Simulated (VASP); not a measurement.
A run of VASP 6.6.1:

File INCAR:

```
PREC = Accurate
ENCUT = 520
EDIFF = 1E-6
ISMEAR = 0
SIGMA = 0.05
LREAL = F
LASPH = T
NELM = 100
ALGO = Normal
ISIF = 2
LWAVE = F
LCHARG = F
LDIPOL = T
IDIPOL = 3
DIPOL = 0.5 0.5 0.391
GGA = PE
IVDW = 12
NBANDS = 31
```

The input KPOINTS:

```
regular mesh
0
Gamma
  9 9 1
```

The input POSCAR:

```
PtSe2
1.0
    3.7070358307      0.0000000000      0.0000000000
   -1.8535179153      3.2103872021      0.0000000000
    0.0000000000      0.0000000000     22.7981611688
Se Pt
4 2
Direct
    0.6666666667      0.3333333333      0.1973843402
    0.3333333333      0.6666666667      0.3135814565
    0.5000000000      1.0000000000      0.4675412418
    0.1666666667      1.3333333333      0.5837383581
    0.0000000000      0.0000000000      0.2554828983
   -0.1666666667      0.6666666667      0.5256398000
```

Potentials or basis: VASP PAW PBE potentials, release 64 (Se, Pt).

Launch:

```console
$ cat potpaw_PBE.64/Se/POTCAR potpaw_PBE.64/Pt/POTCAR > POTCAR
$ mpirun -np 1 vasp_std > vasp.out
```

Hardware: 1 thread of Intel Xeon 8259CL (shared host).

Question: Estimate the wall time of this run.

Answer: Wall time 9.1 min on 1 thread of Intel Xeon 8259CL (shared host), peak memory 0.49 GiB. Counts: scf iterations 22, k points 25.
